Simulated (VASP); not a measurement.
Runs of VASP 6.6.1 on C. The structure is that of space group Fmmm (No. 69), or close to it. The cells are those of the table. 

| task | cell | k mesh | cutoff (eV) | gap on the mesh (eV) | pressure (GPa) | relaxed volume (Å³/atom) |
| --- | --- | --- | --- | --- | --- | --- |
| single point | a = 4.014, b = 3.616, c = 2.465 Å, angles 80.2, 62.6, 37.2°, 2 atoms | 14 × 14 × 14 | 520 | 0.41 | 0.4 | - |
| single point | a = 4.011, b = 3.613, c = 2.465 Å, angles 80.2, 62.6, 37.3°, 2 atoms | 18 × 18 × 18 | 520 | 0.07 | (a) | - |
| relaxation of cell and atoms | relaxed from a = 3.967, b = 3.566, c = 2.456 Å, angles 80.1, 62.3, 37.6°, 2 atoms | 14 × 14 × 14 | 600 | 0.38 | 0.0 | 8.87 |
| single point | a = 4.008, b = 3.609, c = 2.465 Å, angles 80.2, 62.5, 37.3°, 2 atoms | 18 × 18 × 18 | 520 | 0.07 | 0.4 | - |
| relaxation of the atoms | atoms relaxed from a = 3.967, b = 3.566, c = 2.456 Å, angles 80.1, 62.3, 37.6°, 2 atoms | 18 × 18 × 18 | 520 | 0.08 | 3.8 | - |
| single point | a = 3.956, b = 3.553, c = 2.463 Å, angles 80.0, 62.2, 37.8°, 2 atoms | 18 × 18 × 18 | 520 | 0.08 | 1.2 | - |
| relaxation of cell and atoms | relaxed from a = 4.014, b = 3.616, c = 2.465 Å, angles 80.2, 62.6, 37.2°, 2 atoms | 18 × 18 × 18 | 600 | 0.08 | 0.0 | (b) |

Alike in all rows: level PBE+D3(BJ); potentials or basis VASP PAW PBE potentials, release 64 (C); no spin polarisation; smearing gaussian 0.02 eV.

Q: Fill in the values left out.

A: (a) 0.5; (b) 8.86.

Caveats: the relaxation stopped at its first step, so nothing moved (some runs).

A k mesh can miss the band edges.
